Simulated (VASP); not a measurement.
**TaC: single point with revPBE**

Crystal: TaC.

```
Ta C
1.0
     0.00000    2.22300    2.22300
     2.22300    0.00000    2.22300
     2.22300    2.22300    0.00000
Ta C
1 1
Cartesian
  0.0000 0.0000 0.0000
  2.2230 2.2230 2.2230
```

```yaml
Program: VASP 6.6.1
Task: single point
Functional: revPBE
Potentials_or_basis: VASP PAW PBE potentials, release 64 (Ta_pv, C)
Cutoff: 600 eV
k_mesh: 9 × 9 × 9
Occupations: methfessel-paxton, width 0.1 eV
Spin: no spin polarisation
Dipole_correction: no
Further_INCAR_settings: ALGO = Normal; EDIFF = 1e-06; NBANDS = 14
```

```json
{
 "Pressure": "10.7 GPa",
 "Band gap on the k mesh": "zero (an odd number of electrons rules out a gap without spin polarisation)"
}
```

Levels at points of the mesh, in eV from the Fermi level:
```csv
k point,band 4,band 5,band 6,band 7,band 8,band 9,band 10,band 11,band 12,band 13
"(0.00, 0.00, 0.00)",-14.85,-1.31,-1.31,-1.31,-0.42,-0.42,-0.42,0.69,0.69,6.68
```

It took 10 s on 1 thread of Intel(R) Xeon(R) Platinum 8488C (Sapphire Rapids) (shared host), peak memory 0.16 GiB.

Caveat: the cell stands under pressure; the PAW data sets were made with another functional, which shifts forces and pressure a little; spin-orbit coupling is left out, which moves the levels of the heavy elements.
